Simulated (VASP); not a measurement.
# BN (C222_1) in VASP: a series of runs

The runs below take BN through single point, with PBE.

All numbers are computed with VASP 6.6.1; they aren't measurements. Logs are shortened: lines on timing, memory, paths and dates and some standing lists are left out, and cuts for length are marked.

### 1 The cell of the first run

It takes space group C222_1 (No. 20, orthorhombic). The conventional cell has a = 3.626 Å, b = 3.626 Å, c = 3.626 Å, α = 90.00°, β = 90.00°, γ = 90.00°. Within 2.1 Å of B (site symmetry 2) lie 4 N at 1.57 to 1.58 Å. N (site symmetry 2) has 4 B at 1.57 to 1.58 Å within 2.1 Å.

### 2 Single point, PBE (atoms displaced along a vibrational mode)

File INCAR:

```
  PREC = Accurate
  ENCUT = 600
  EDIFF = 1E-6
  ISMEAR = 0
  SIGMA = 0.05
  LREAL = False
  LASPH = True
  NELM = 120
  ALGO = Normal
  ISIF = 2
  LWAVE = False
  LCHARG = True
  GGA = PE
  LELF = True
  LVHAR = True
  NBANDS = 16
  GGA_COMPAT = False
```

File KPOINTS:

```
Automatic mesh
0
Gamma
  10 10 6
```

File POSCAR:

```
BN
1.0
    0.0000000000     -1.8130010000     -1.8130010000
    0.0000000000      1.8130010000     -1.8130010000
    3.6260020000      0.0000000000      0.0000000000
B N
2 2
Direct
    0.4724214162      0.5275785838      0.5000000000
    0.0275785838     -0.0275785838      0.0000000000
   -0.0245027214      0.4754972786      0.2500000000
    0.5245027214      0.0245027214      0.7500000000
```

Potentials or basis: VASP PAW PBE potentials, release 64 (B, N).

On the command line:

```sh
> cat potpaw_PBE.64/B/POTCAR potpaw_PBE.64/N/POTCAR > POTCAR
> mpirun -np 1 vasp_std > vasp.out
```

OUTCAR:

```text
PREC = Accurate
   ENCUT = 600
   EDIFF = 1E-6
   ISMEAR = 0
   LREAL = False
   LASPH = True
   NELM = 120
   ISIF = 2
   GGA = PE

 ion  position               nearest neighbor table
   1  0.472  0.528  0.500-   3 1.57   4 1.57   3 1.58   4 1.58
   2  0.028  0.972  0.000-   3 1.57   4 1.57   3 1.58   4 1.58
   3  0.975  0.475  0.250-   1 1.57   2 1.57   2 1.58   1 1.58
   4  0.525  0.025  0.750-   1 1.57   2 1.57   2 1.58   1 1.58

  LATTYP: Found a simple tetragonal cell.
 ALAT       =     2.5639706028
 C/A-ratio  =     1.4142135624

  Lattice vectors:

 A1 = (   0.0000000000,  -1.8130010000,  -1.8130010000)
 A2 = (   0.0000000000,   1.8130010000,  -1.8130010000)
 A3 = (   3.6260020000,   0.0000000000,   0.0000000000)

Analysis of symmetry for initial positions (statically):
=====================================================================
 Subroutine PRICEL returns:
 Original cell was already a primitive cell.

 Routine SETGRP: Setting up the symmetry group for a
 simple tetragonal supercell.

 Subroutine GETGRP returns: Found  4 space group operations
 (whereof  2 operations were pure point group operations)
 out of a pool of 16 trial point group operations.

The static configuration has the point symmetry C_2 .
 The point group associated with its full space group is D_2 .

Analysis of symmetry for dynamics (positions and initial velocities):
=====================================================================
 Subroutine PRICEL returns:
 Original cell was already a primitive cell.

 Routine SETGRP: Setting up the symmetry group for a
 simple tetragonal supercell.

 Subroutine GETGRP returns: Found  4 space group operations
 (whereof  2 operations were pure point group operations)
 out of a pool of 16 trial point group operations.

The dynamic configuration has the point symmetry C_2 .
 The point group associated with its full space group is D_2 .

 Subroutine INISYM returns: Found  4 space group operations
 (whereof  2 operations are pure point group operations),
 and found     1 'primitive' translations

----------------------------------------------------------------------------------------

                                     Primitive cell

  volume of cell :      23.8371

[... 85 lines left out ...]
   ICHARG =      2    charge: 1-file 2-atom 10-const
   ISPIN  =      1    spin polarized calculation?
   LNONCOLLINEAR =      F non collinear calculations
   LSORBIT =      F    spin-orbit coupling
   LASPH  =      T    aspherical Exc in radial PAW
   ENCUT  =  600.0 eV  44.10 Ry    6.64 a.u.   5.12  5.12  7.24*2*pi/ulx,y,z
   NELM   =    120;   NELMIN=  2; NELMDL= -5     # of ELM steps
   EDIFF  = 0.1E-05   stopping-criterion for ELM
   LREAL  =      F    real-space projection
   EDIFFG = 0.1E-04   stopping-criterion for IOM
   NSW    =      0    number of steps for IOM
   IBRION =     -1    ionic relax: 0-MD 1-quasi-New 2-CG
   NFREE  =      0    steps in history (QN), initial steepest desc. (CG)
   ISIF   =      2    stress and relaxation
   ISYM   =      2    0-nonsym 1-usesym 2-fastsym
   POTIM  = 0.5000    time-step for ionic-motion
   TEBEG  =    0.0;   TEEND  =   0.0 temperature during run
   PSTRESS=    0.0 pullay stress
   NELECT =      16.0000    total number of electrons
   NUPDOWN=      -1.0000    fix difference up-down
   EMIN   =  10.00;   EMAX   =-10.00  energy-range for DOS
   EFERMI =   0.00;   METHOD = LEGACY
   ISMEAR =     0;   SIGMA  =   0.05  broadening in eV -4-tet -1-fermi 0-gaus
   EFERMI_NEDOS =   21; number of points for ismear=-14 and -15
   IALGO  =     38    algorithm
   IMIX   =      4    mixing-type and parameters
     AMIX     =   0.40;   BMIX     =  1.00
     AMIX_MAG =   1.60;   BMIX_MAG =  1.00
  volume/ion in A,a.u.               =       5.96        40.22
  Fermi-wavevector in a.u.,A,eV,Ry     =   1.433387  2.708709 27.954506  2.054598
  Thomas-Fermi vector in A             =   2.552911
   LORBIT       =      0    0 simple, 1 ext, 2 COOP (PROOUT), +10 PAW based schemes
   GGA     = PE    functional components
   LHFCALC =     F    Hartree Fock is set to
   AEXX    =    0.0000 exact exchange contribution
   IVDW    =     0    specifies the selected vdW correction
   LEPSILON=     F    determine dielectric tensor
   LRPA    =     F    only Hartree local field effects (RPA)
 non-spin polarized calculation
 Gauss-broadening in eV      SIGMA  =   0.05
  energy-cutoff  :      600.00
  volume of cell :       23.84
 maximum number of plane-waves:       830
   NGX = 11   NGY = 11   NGZ = 15

 number of electron      16.0000000 magnetization

 Free energy of the ion-electron system (eV)
  ---------------------------------------------------
  ext. energy  EPLUGINS =         0.00000000
  ---------------------------------------------------
  free energy    TOTEN  =       -34.52234962 eV

  energy without entropy =      -34.52234962  energy(sigma->0) =      -34.52234962

 E-fermi :   7.6502     XC(G=0): -12.7974

 val. band max:        7.3829739481   @ k =   0.0000   0.0000   0.0000
 cond. band min:      11.4957742808   @ k =   0.5000   0.5000   0.0000
 fundamental gap:      4.1128003327
 Fermi energy:         7.6502482142

 k-point     1 :       0.0000    0.0000    0.0000
  band No.  band energies     occupation
      1     -12.8182      2.00000
      2      -7.2690      2.00000
      3      -1.5469      2.00000
      4       2.5219      2.00000
      5       2.5944      2.00000
      6       7.2156      2.00000
[... 433 lines left out ...]
      3      -0.5621      2.00000
      4       0.7359      2.00000
      5       1.0527      2.00000
      6       2.2187      2.00000
[... 8 lines left out ...]
     15      22.2365      0.00000
     16      23.4099      0.00000

 [... further k-points ...]
[... 5 lines left out ...]
  --------------------------------------------------------------------------------------
  -------------------------------------------------------------------------------------
  Total        0.1972173     -0.3390964     -0.2084711      0.0000000      0.0000000      0.0000000
  in kB       13.2556633    -22.7918555    -14.0120695      0.0000000      0.0000000      0.0000000
  external PRESSURE =      -7.8494206 kB  Pullay stress =       0.0000000 kB

 VOLUME and BASIS-vectors are now :
 -----------------------------------------------------------------------------
  energy-cutoff  :      600.00
  volume of cell :       23.84
      direct lattice vectors                 reciprocal lattice vectors
     0.000000000 -1.813001000 -1.813001000     0.000000000 -0.275785838 -0.275785838
     0.000000000  1.813001000 -1.813001000     0.000000000  0.275785838 -0.275785838
     3.626002000  0.000000000  0.000000000     0.275785838  0.000000000  0.000000000

 POSITION                                       TOTAL-FORCE (eV/Angst)
 -----------------------------------------------------------------------------------
      1.81300      0.10000     -1.81300         0.000000     -1.891020      0.000000
      0.00000      1.71300     -1.81300         0.000000      1.891020      0.000000
      0.90650     -0.90650     -2.63065        -0.000000      0.000000     -2.207774
      2.71950     -0.90650     -0.99535         0.000000      0.000000      2.207774
 -----------------------------------------------------------------------------------
    total drift:                                0.000000      0.000000      0.000000

  FREE ENERGIE OF THE ION-ELECTRON SYSTEM (eV)
  ---------------------------------------------------
  free  energy   TOTEN  =       -34.5223496160 eV

  energy  without entropy=      -34.5223496160  energy(sigma->0) =      -34.52234962
```

OSZICAR:

```text
N       E                     dE             d eps       ncg     rms          rms(c)
DAV:   1     0.487190797027E+02    0.48719E+02   -0.91690E+03  3968   0.110E+03
DAV:   2    -0.335892560655E+02   -0.82308E+02   -0.75988E+02  5568   0.260E+02
DAV:   3    -0.363843870714E+02   -0.27951E+01   -0.27850E+01  4792   0.449E+01
DAV:   4    -0.363921136089E+02   -0.77265E-02   -0.77258E-02  4736   0.261E+00
DAV:   5    -0.363921356283E+02   -0.22019E-04   -0.22019E-04  4576   0.130E-01    0.932E+00
DAV:   6    -0.346672237525E+02    0.17249E+01   -0.22724E+00  5232   0.143E+01    0.437E+00
DAV:   7    -0.345499757190E+02    0.11725E+00   -0.31797E-01  4896   0.461E+00    0.272E+00
DAV:   8    -0.345235891382E+02    0.26387E-01   -0.51016E-02  4960   0.188E+00    0.268E-01
DAV:   9    -0.345221009950E+02    0.14881E-02   -0.21569E-03  4984   0.633E-01    0.139E-01
DAV:  10    -0.345223459268E+02   -0.24493E-03   -0.52555E-04  4888   0.189E-01    0.281E-02
DAV:  11    -0.345223472717E+02   -0.13449E-05   -0.33302E-05  5016   0.568E-02    0.149E-02
DAV:  12    -0.345223495255E+02   -0.22537E-05   -0.46663E-06  4624   0.224E-02    0.231E-03
DAV:  13    -0.345223496160E+02   -0.90566E-07   -0.16271E-07  1984   0.500E-03
   1 F= -.34522350E+02 E0= -.34522350E+02  d E =-.183071E-16
```

It took 29 s on 1 thread of AMD EPYC 7R13 (Zen 3), shared host; peak memory 0.13 GiB.

Results:

| Item | Value |
| --- | --- |
| Free energy | -34.5223 eV |
| Pressure | -0.8 GPa |
| Largest force | 2.208 eV/Å |
| Band gap on the k mesh | 4.11 eV (least direct gap 4.24 eV) |

Forces in eV/Å, atoms in the order of the input:
```
B    0.000 -1.891  0.000
B    0.000  1.891  0.000
N    0.000  0.000 -2.208
N    0.000  0.000  2.208
```

Caveat: the cell differs from its parent crystal (atoms displaced along a vibrational mode); forces of over 1 eV/Å act on the atoms, so gaps and moduli don't describe the material at rest. A k mesh can miss the band edges.

### 3 Single point, PBE (atoms displaced along a vibrational mode)

INCAR, as its differences from that of step 2:

```diff
@@ -11,6 +11,4 @@
   LWAVE = False
-  LCHARG = True
+  LCHARG = False
   GGA = PE
-  LELF = True
-  LVHAR = True
   NBANDS = 16
```

File KPOINTS:

```
regular mesh
0
Gamma
  10 10 6
```

File POSCAR:

```
BN
1.0
    0.0000000000     -1.8130010000     -1.8130010000
    0.0000000000      1.8130010000     -1.8130010000
    3.6260020000      0.0000000000      0.0000000000
B N
2 2
Direct
    0.5482625216      0.4517374784      0.5000000000
   -0.0482625216      0.0482625216      0.0000000000
    0.0428797625      0.5428797625      0.2500000000
    0.4571202375     -0.0428797625      0.7500000000
```

Potentials or basis: VASP PAW PBE potentials, release 64 (B, N).

On the command line:

```sh
> cat potpaw_PBE.64/B/POTCAR potpaw_PBE.64/N/POTCAR > POTCAR
> mpirun -np 1 vasp_std > vasp.out
```

It took 29 s on 1 thread of AMD EPYC 7R13 (Zen 3), shared host; peak memory 0.13 GiB.

Results (log left out):

```
Free energy            : -33.7350 eV
Pressure               : -1.3 GPa
Largest force          : 3.863 eV/Å
Band gap on the k mesh : 3.45 eV (least direct gap 3.86 eV)
```

Forces on the atoms (eV/Å):
```
B    0.000  3.185  0.000
B    0.000 -3.185  0.000
N    0.000  0.000  3.863
N    0.000  0.000 -3.863
```

Stress tensor (GPa, compression positive):
```
 5.20  0.00  0.00
 0.00 -5.75  0.00
 0.00  0.00 -3.22
```

Levels at points of the mesh, in eV from the valence-band top:
| k point | band 6 | band 7 | band 8 | band 9 | band 10 | band 11 |
| --- | --- | --- | --- | --- | --- | --- |
| (0.00, 0.00, 0.00) | -0.50 | -0.44 | 0.00 | 3.86 | 7.99 | 8.76 |
| (0.50, 0.00, 0.00) | -4.80 | -2.20 | -1.99 | 8.80 | 9.63 | 10.23 |
| (0.50, 0.50, 0.00) | -4.80 | -4.74 | -4.74 | 3.45 | 3.67 | 8.22 |
| (0.00, 0.00, 0.50) | -2.97 | -2.63 | -2.63 | 6.17 | 6.17 | 9.68 |
| (0.50, 0.00, 0.50) | -1.98 | -1.88 | -1.88 | 8.65 | 8.65 | 9.98 |
| (0.50, 0.50, 0.50) | -7.08 | -6.11 | -6.11 | 8.13 | 8.13 | 11.85 |

Caveat: the cell differs from its parent crystal (atoms displaced along a vibrational mode); the stress differs along the axes, from -6 to 5 GPa; forces of over 1 eV/Å act on the atoms, so gaps and moduli don't describe the material at rest. A k mesh can miss the band edges.

### 4 Single point, PBE (atoms displaced along a vibrational mode)

File INCAR:

```
SYSTEM = BN
ALGO = Normal
EDIFF = 1E-6
ENCUT = 600
GGA = PE
GGA_COMPAT = .FALSE.
ISIF = 2
ISMEAR = 0
LASPH = .TRUE.
LCHARG = .TRUE.
LELF = .TRUE.
LREAL = .FALSE.
LVHAR = .TRUE.
LWAVE = .FALSE.
NBANDS = 16
NELM = 120
PREC = Accurate
SIGMA = 0.05
```

File KPOINTS:

```
k-points
0
G
  10 10 6
  0 0 0
```

File POSCAR:

```
BN
1.0
    0.0000000000     -1.8130010000     -1.8130010000
    0.0000000000      1.8130010000     -1.8130010000
    3.6260020000      0.0000000000      0.0000000000
B N
2 2
Direct
    0.5344732297      0.4655267703      0.5000000000
   -0.0344732297      0.0344732297      0.0000000000
    0.0306284018      0.5306284018      0.2500000000
    0.4693715982     -0.0306284018      0.7500000000
```

On the command line:

```sh
> cat potpaw_PBE.64/B/POTCAR potpaw_PBE.64/N/POTCAR > POTCAR
> mpirun -np 1 vasp_std > vasp.out
```

Run time: 29 s. Hardware: 1 thread of AMD EPYC 7R13 (Zen 3), shared host; peak memory 0.13 GiB.

It converged, with:

```
Free energy            : -34.3062 eV
Pressure               : -0.9 GPa
Largest force          : 2.760 eV/Å
Band gap on the k mesh : 3.93 eV (least direct gap 4.13 eV)
```

Forces in eV/Å, atoms in the order of the input:
```
B    0.000  2.340  0.000
B    0.000 -2.340  0.000
N    0.000  0.000  2.760
N    0.000  0.000 -2.760
```

Stress tensor (GPa, compression positive):
```
 2.35  0.00  0.00
 0.00 -3.27  0.00
 0.00  0.00 -1.92
```

Levels at points of the mesh, in eV from the valence-band top:
| k point | band 5 | band 6 | band 7 | band 8 | band 9 | band 10 | band 11 | band 12 |
| --- | --- | --- | --- | --- | --- | --- | --- | --- |
| (0.00, 0.00, 0.00) | -4.75 | -0.26 | -0.22 | 0.00 | 4.13 | 8.24 | 8.77 | 9.08 |
| (0.50, 0.00, 0.00) | -6.15 | -5.00 | -2.16 | -2.00 | 9.21 | 9.70 | 10.92 | 12.16 |
| (0.50, 0.50, 0.00) | -4.92 | -4.83 | -4.80 | -4.79 | 3.93 | 4.04 | 8.66 | 8.71 |
| (0.00, 0.00, 0.50) | -2.97 | -2.97 | -2.77 | -2.77 | 6.47 | 6.47 | 10.36 | 10.36 |
| (0.50, 0.00, 0.50) | -1.95 | -1.95 | -1.90 | -1.90 | 9.28 | 9.28 | 10.26 | 10.26 |
| (0.50, 0.50, 0.50) | -6.99 | -6.99 | -6.24 | -6.24 | 8.77 | 8.77 | 12.39 | 12.39 |

Caveat: the cell differs from its parent crystal (atoms displaced along a vibrational mode); the stress differs along the axes, from -3 to 2 GPa; forces of over 1 eV/Å act on the atoms, so gaps and moduli don't describe the material at rest. A k mesh can miss the band edges.

(Continued in part 2 of 2.)
